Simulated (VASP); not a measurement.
# LiSi16 (a cell with a defect) in VASP: single point with r2SCAN

Aim: the single point of LiSi16 (a cell with a defect) with r2SCAN.

All numbers are computed with VASP 6.6.1; they aren't measurements. Logs are shortened: lines on timing, memory, paths and dates and some standing lists are left out, and cuts for length are marked.

### 1 The cell of the first run

The cell holds a defect, 17 atoms: a = 7.679 Å, b = 7.679 Å, c = 7.679 Å, α = 60.00°, β = 60.00°, γ = 60.00°.

### 2 Single point, r2SCAN

Contents of POSCAR:

```
LiSi16
1.0
    0.0000000000      5.4300000000      5.4300000000
    5.4300000000      0.0000000000      5.4300000000
    5.4300000000      5.4300000000      0.0000000000
Si Li
16 1
Direct
    0.0086813076     -0.0256472376      0.0083109576
    0.1189992634      0.1219097606      0.1186799263
   -0.0152197053      0.0032237569      0.5058309392
    0.1190028545      0.1219137201      0.6400658379
   -0.0007714549      0.4959362799     -0.0010777164
    0.1325186924      0.6027689687      0.1321881215
   -0.0007716390      0.4959414365      0.5055767956
    0.1192615101      0.6291976059      0.6256047882
    0.5061673112      0.0032424494     -0.0155914365
    0.6404415285      0.1218932781      0.1186656538
    0.5061639042      0.0032383057      0.5058441989
    0.6165290055      0.1507881215      0.6161700737
    0.5059060773      0.4959151013     -0.0010762431
    0.6259111418      0.6292209024      0.1189317680
    0.4926464088      0.5223729282      0.4923228361
    0.6259113260      0.6292157459      0.6256050645
    0.3126227440      1.0625717311      0.3122280847
```

Contents of INCAR.step1:

```
SYSTEM = LiSi16
PREC = Accurate
ENCUT = 520
ISMEAR = 0
SIGMA = 0.05
LREAL = Auto
LASPH = .True.
NELM = 60
NELECT = 66.0
NBANDS = 48
GGA = PE
ALGO = Normal
EDIFF = 1E-4
LWAVE = .True.
LCHARG = .False.
```

Contents of INCAR.step2:

```
SYSTEM = LiSi16
PREC = Accurate
ENCUT = 520
EDIFF = 1E-7
ISMEAR = 0
SIGMA = 0.05
LREAL = Auto
LASPH = .True.
NELM = 60
ALGO = Normal
ISIF = 2
LWAVE = .False.
LCHARG = .True.
METAGGA = R2SCAN
LMIXTAU = .True.
LELF = .True.
LVHAR = .True.
NELECT = 66.0
NBANDS = 48
ISTART = 1
```

Contents of KPOINTS:

```
Automatic mesh
0
Gamma
  2 2 2
  0 0 0
```

Potentials or basis: VASP PAW PBE potentials, release 64 (Si, Li_sv).

Command:

```bash
$ cat potpaw_PBE.64/Si/POTCAR potpaw_PBE.64/Li_sv/POTCAR > POTCAR
$ cp INCAR.step1 INCAR
$ mpirun -np 1 vasp_std > vasp.out
$ cp INCAR.step2 INCAR
$ mpirun -np 1 vasp_std > vasp.out
```

OUTCAR:

```text
SYSTEM = LiSi16
   PREC = Accurate
   ENCUT = 520
   EDIFF = 1E-7
   ISMEAR = 0
   LREAL = Auto
   LASPH = .True.
   NELM = 60
   ISIF = 2
   METAGGA = R2SCAN
   NELECT = 66.0
   ISTART = 1

 ion  position               nearest neighbor table
   1  0.009  0.974  0.008-  10 2.31   2 2.31   4 2.31   6 2.33
   2  0.119  0.122  0.119-   1 2.31  17 2.34   5 2.35   3 2.43   9 2.43
   3  0.985  0.003  0.506-  12 2.31  17 2.34   8 2.35   4 2.43   2 2.43
   4  0.119  0.122  0.640-   1 2.31  17 2.34   7 2.35   3 2.43  11 2.43
   5  0.999  0.496  0.999-   8 2.34  14 2.34   6 2.34   2 2.35
   6  0.133  0.603  0.132-   1 2.33  13 2.34   5 2.34   7 2.34
   7  0.999  0.496  0.506-   8 2.34  16 2.34   6 2.34   4 2.35
   8  0.119  0.629  0.626-   7 2.34   5 2.34  15 2.34   3 2.35
   9  0.506  0.003  0.984-  12 2.31  17 2.34  14 2.35   2 2.43  10 2.43
  10  0.640  0.122  0.119-   1 2.31  17 2.34  13 2.35  11 2.43   9 2.43
  11  0.506  0.003  0.506-  12 2.31  17 2.34  16 2.35   4 2.43  10 2.43
  12  0.617  0.151  0.616-   9 2.31  11 2.31   3 2.31  15 2.33
  13  0.506  0.496  0.999-  16 2.34  14 2.34   6 2.34  10 2.35
  14  0.626  0.629  0.119-   5 2.34  13 2.34  15 2.34   9 2.35
  15  0.493  0.522  0.492-  12 2.33   8 2.34  16 2.34  14 2.34
  16  0.626  0.629  0.626-   7 2.34  13 2.34  15 2.34  11 2.35
  17  0.313  0.063  0.312-  10 2.34   9 2.34  11 2.34   2 2.34   4 2.34   3 2.34

  LATTYP: Found a face centered cubic cell.
 ALAT       =    10.8600000000

  Lattice vectors:

 A1 = (   0.0000000000,   5.4300000000,   5.4300000000)
 A2 = (   5.4300000000,   0.0000000000,   5.4300000000)
 A3 = (   5.4300000000,   5.4300000000,   0.0000000000)

Analysis of symmetry for initial positions (statically):
=====================================================================
 Subroutine PRICEL returns:
 Original cell was already a primitive cell.

 Routine SETGRP: Setting up the symmetry group for a
 face centered cubic supercell.

 Subroutine GETGRP returns: Found  1 space group operations
 (whereof  1 operations were pure point group operations)
 out of a pool of 48 trial point group operations.

The static configuration has the point symmetry C_1 .

Analysis of symmetry for dynamics (positions and initial velocities):
=====================================================================
 Subroutine PRICEL returns:
 Original cell was already a primitive cell.

 Routine SETGRP: Setting up the symmetry group for a
 face centered cubic supercell.

 Subroutine GETGRP returns: Found  1 space group operations
 (whereof  1 operations were pure point group operations)
[... 121 lines left out ...]
   ISIF   =      2    stress and relaxation
   ISYM   =      2    0-nonsym 1-usesym 2-fastsym
   POTIM  = 0.5000    time-step for ionic-motion
   TEBEG  =    0.0;   TEEND  =   0.0 temperature during run
   PSTRESS=    0.0 pullay stress
   NELECT =      66.0000    total number of electrons
   NUPDOWN=      -1.0000    fix difference up-down
   EMIN   =  10.00;   EMAX   =-10.00  energy-range for DOS
   EFERMI =   0.00;   METHOD = LEGACY
   ISMEAR =     0;   SIGMA  =   0.05  broadening in eV -4-tet -1-fermi 0-gaus
   EFERMI_NEDOS =   21; number of points for ismear=-14 and -15
   IALGO  =     38    algorithm
   IMIX   =      4    mixing-type and parameters
     AMIX     =   0.40;   BMIX     =  1.00
     AMIX_MAG =   1.60;   BMIX_MAG =  1.00
  volume/ion in A,a.u.               =      18.84       127.11
  Fermi-wavevector in a.u.,A,eV,Ry     =   0.967044  1.827449 12.723821  0.935174
  Thomas-Fermi vector in A             =   2.096897
   LORBIT       =      0    0 simple, 1 ext, 2 COOP (PROOUT), +10 PAW based schemes
   METAGGA = R2SCAN    functional components
   LHFCALC =     F    Hartree Fock is set to
   AEXX    =    0.0000 exact exchange contribution
   IVDW    =     0    specifies the selected vdW correction
   LEPSILON=     F    determine dielectric tensor
   LRPA    =     F    only Hartree local field effects (RPA)
 non-spin polarized calculation
 Gauss-broadening in eV      SIGMA  =   0.05
  energy-cutoff  :      520.00
  volume of cell :      320.21
 maximum number of plane-waves:      8646
 NGX is ok and might be reduce to    60
   NGX = 29   NGY = 29   NGZ = 29

 number of electron      66.0000001 magnetization

 Free energy of the ion-electron system (eV)
  ---------------------------------------------------
  ext. energy  EPLUGINS =         0.00000000
  ---------------------------------------------------
  free energy    TOTEN  =      -147.14866751 eV

  energy without entropy =     -147.14866751  energy(sigma->0) =     -147.14866751

 E-fermi :   6.2019     XC(G=0):  -9.8917

 val. band max:        5.9621584740   @ k =   0.0000   0.0000   0.0000
 cond. band min:       6.4395650501   @ k =   0.0000   0.0000   0.0000
 fundamental gap:      0.4774065761
 Fermi energy:         6.2019492359

 k-point     1 :       0.0000    0.0000    0.0000
  band No.  band energies     occupation
      1     -42.0844      2.00000
      2      -6.5574      2.00000
      3      -4.2049      2.00000
      4      -4.1417      2.00000
      5      -4.1417      2.00000
      6      -4.0887      2.00000
[... 373 lines left out ...]
     44      10.5195      0.00000
     45      10.6007      0.00000
 [bands above 45 left out]

------------------------ aborting loop because EDIFF is reached ----------------------------------------

  FORCE on cell =-STRESS in cart. coord.  units (eV):
  Direction    XX          YY          ZZ          XY          YZ          ZX
  --------------------------------------------------------------------------------------
  -------------------------------------------------------------------------------------
  Total       -2.7310228     -2.7329043     -2.7315808      1.1081837      1.1090879     -1.1092281
  in kB      -13.6648988    -13.6743133    -13.6676907      5.5448888      5.5494132     -5.5501146
  external PRESSURE =     -13.6689676 kB  Pullay stress =       0.0000000 kB

 VOLUME and BASIS-vectors are now :
 -----------------------------------------------------------------------------
  energy-cutoff  :      520.00
  volume of cell :      320.21
      direct lattice vectors                 reciprocal lattice vectors
     0.000000000  5.430000000  5.430000000    -0.092081031  0.092081031  0.092081031
     5.430000000  0.000000000  5.430000000     0.092081031 -0.092081031  0.092081031
     5.430000000  5.430000000  0.000000000     0.092081031  0.092081031 -0.092081031

 POSITION                                       TOTAL-FORCE (eV/Angst)
 -----------------------------------------------------------------------------------
      5.33586      0.09227      5.33788         0.004677     -0.002433      0.002157
      1.30640      1.29060      1.30814        -0.009505     -0.016805     -0.009439
      2.76417      8.09402      5.36486         0.008826     -0.009092     -0.017857
      4.13755      4.12174      1.30818         0.017432      0.009939     -0.009052
      8.11708     10.84996      8.11874        -0.001748     -0.003654     -0.003056
      3.99082      1.43736      3.99261         0.011905     -0.010403      0.010078
[... 9 lines left out ...]
      6.81368      6.79573      6.81534         0.002253      0.002938      0.001157
      2.03516      3.39294      2.03731        -0.009487     -0.005754      0.005854
 -----------------------------------------------------------------------------------
    total drift:                               -0.009196     -0.002334      0.003734

  FREE ENERGIE OF THE ION-ELECTRON SYSTEM (eV)
  ---------------------------------------------------
  free  energy   TOTEN  =      -147.1486675144 eV

  energy  without entropy=     -147.1486675144  energy(sigma->0) =     -147.14866751
```

OUTCAR.step1:

```text
SYSTEM = LiSi16
   PREC = Accurate
   ENCUT = 520
   ISMEAR = 0
   LREAL = Auto
   LASPH = .True.
[... 639 lines left out ...]
      3.99082      1.43736      3.99261        -0.014811      0.015242     -0.015505
[... 9 lines left out ...]
      6.81368      6.79573      6.81534         0.000576      0.003064      0.000630
      2.03516      3.39294      2.03731         0.000095      0.000075     -0.001355
 -----------------------------------------------------------------------------------
    total drift:                                0.002102      0.004211     -0.004516

  FREE ENERGIE OF THE ION-ELECTRON SYSTEM (eV)
  ---------------------------------------------------
  free  energy   TOTEN  =       -92.9182025909 eV

  energy  without entropy=      -92.9181941997  energy(sigma->0) =      -92.91819840
```

Wall time 9.4 min (1 thread of Intel Xeon 6975P-C (Granite Rapids), shared host); peak memory 0.57 GiB.

Results:

| Property | Result |
| --- | --- |
| Free energy | -147.1487 eV |
| Largest force | 0.022 eV/Å |

Forces on the atoms (eV/Å):
```
Si   0.005 -0.002  0.002
Si  -0.010 -0.017 -0.009
Si   0.009 -0.009 -0.018
Si   0.017  0.010 -0.009
Si  -0.002 -0.004 -0.003
Si   0.012 -0.010  0.010
Si   0.004  0.003 -0.003
Si   0.003 -0.001 -0.003
Si  -0.015 -0.008  0.009
Si  -0.009  0.010  0.016
Si   0.008  0.017  0.009
Si  -0.001  0.003 -0.003
Si  -0.002  0.003  0.004
Si  -0.002 -0.001  0.001
Si  -0.010  0.010 -0.010
Si   0.002  0.003  0.001
Li  -0.009 -0.006  0.006
```

Caveat: the k points lie up to 0.50 Å⁻¹ apart; the cell carries a net charge on a neutralising background, which shifts energy and pressure; the cell is charged against a uniform background, so pressure and absolute levels hang on convention; the cutoff is under 1.25 times the usual one of these potentials, so pressure, stress and relaxed cells hold a basis-set (Pulay) error; the PAW data sets were made with another functional, which shifts forces and pressure a little.
